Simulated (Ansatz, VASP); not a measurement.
# MgS in VASP and in Ansatz

```xyz
2
Lattice="0.0000 2.5475 2.5475 2.5475 0.0000 2.5475 2.5475 2.5475 0.0000" Properties=species:S:1:pos:R:3 pbc="T T T"
Mg    0.0000    0.0000    0.0000
S     2.5475    2.5475    2.5475
```

Alike in both runs: task single point; functional LDA; k mesh 8 × 8 × 8; occupations gaussian, width 0.05 eV; no spin polarisation.

|  | VASP | Ansatz |
| --- | --- | --- |
| version | VASP 6.6.1 | Ansatz 0.2.0 |
| potentials or method | VASP PAW LDA potentials, release 64 (Mg, S), cutoff 600 eV | scalar-relativistic, plane waves, PAW |
| valence electrons in the cell | 8 | 16 |

VASP gave:

* gap on the k mesh at the Fermi level (eV): 2.69
* least direct gap on the mesh (eV): 4.01
* pressure (GPa): 1.2

Problem. What did Ansatz give for the same quantities?

Solution. gap on the k mesh at the Fermi level (eV): 2.69; least direct gap on the mesh (eV): 3.99; pressure (GPa): 1.7.

LDA's correlation is that of Perdew and Zunger in VASP and of Perdew and Wang (1992) in Ansatz. VASP's potentials hold 8 valence electrons a cell and Ansatz's 16, so a difference there can come from the potentials and not from the codes.
